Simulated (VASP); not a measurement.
Crystal: HfN.

```
Hf N
1.0
     0.00000    2.45482    2.45482
     2.45482    0.00000    2.45482
     2.45482    2.45482    0.00000
Hf N
1 1
Direct
  0.00000 0.00000 0.00000
  0.75000 0.75000 0.75000
```

| Item | Value |
| --- | --- |
| Program | VASP 6.6.1 |
| Task | relaxation of cell and atoms |
| Functional | PBEsol |
| Dispersion | D3(BJ) |
| Potentials or basis | VASP PAW PBE potentials, release 64 (Hf_pv, N) |
| Cutoff | 600 eV |
| k mesh | 11 × 11 × 11 |
| Occupations | methfessel-paxton, width 0.1 eV |
| Spin | no spin polarisation |

At the start: pressure -9.3 GPa; volume 14.79 Å³/atom.

**Question.** How do energy, volume and symmetry change on relaxing?

**Answer.** Over 4 steps the energy falls by 20.6 meV/atom and the volume is 14.11 Å³/atom (-4.6 %); space group F-43m (No. 216, to 0.05 Å).

Step by step:
```csv
step,energy change (eV),largest force (eV/Å),pressure (GPa),volume (Å³)
1,0.0000,0.0000,-9.26,29.59
2,0.0836,0.0000,20.03,26.07
3,-0.0412,0.0000,-0.21,28.25
4,-0.0412,0.0000,-0.01,28.22
```

Final structure:
```
Hf N
1.0
     0.00000    2.41642    2.41642
     2.41642    0.00000    2.41642
     2.41642    2.41642    0.00000
Hf N
1 1
Cartesian
  0.0000 0.0000 0.0000
  3.6246 3.6246 3.6246
```

Caveat: the PAW data sets were made with another functional, which shifts forces and pressure a little; pairwise dispersion overbinds metals, which lowers pressure and volume.
